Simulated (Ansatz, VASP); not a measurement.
## MgB in VASP and in Ansatz

```xyz
2
Lattice="2.9312 0.0000 0.0000 0.0000 2.9312 0.0000 0.0000 0.0000 2.9312" Properties=species:S:1:pos:R:3 pbc="T T T"
B     0.0000    0.0000    0.0000
Mg    1.4656    1.4656    1.4656
```

Change from the starting cell: functional lda, volume scaled by 1.04.

Alike in both runs: task single point; functional LDA; k mesh 11 × 11 × 11; occupations fermi-dirac, width 0.05 eV; no spin polarisation.

```csv
,VASP,Ansatz
version,VASP 6.6.1,Ansatz 0.2.0
potentials or method,"VASP PAW LDA potentials, release 64 (B, Mg), cutoff 520 eV","all-electron LAPW, scalar-relativistic"
```

```tsv
	VASP	Ansatz	Ansatz less VASP
pressure (GPa)	-8.5	-7.9	+0.58
```

LDA's correlation is that of Perdew and Zunger in VASP and of Perdew and Wang (1992) in Ansatz. Ansatz ran all-electron here, and VASP with PAW potentials.
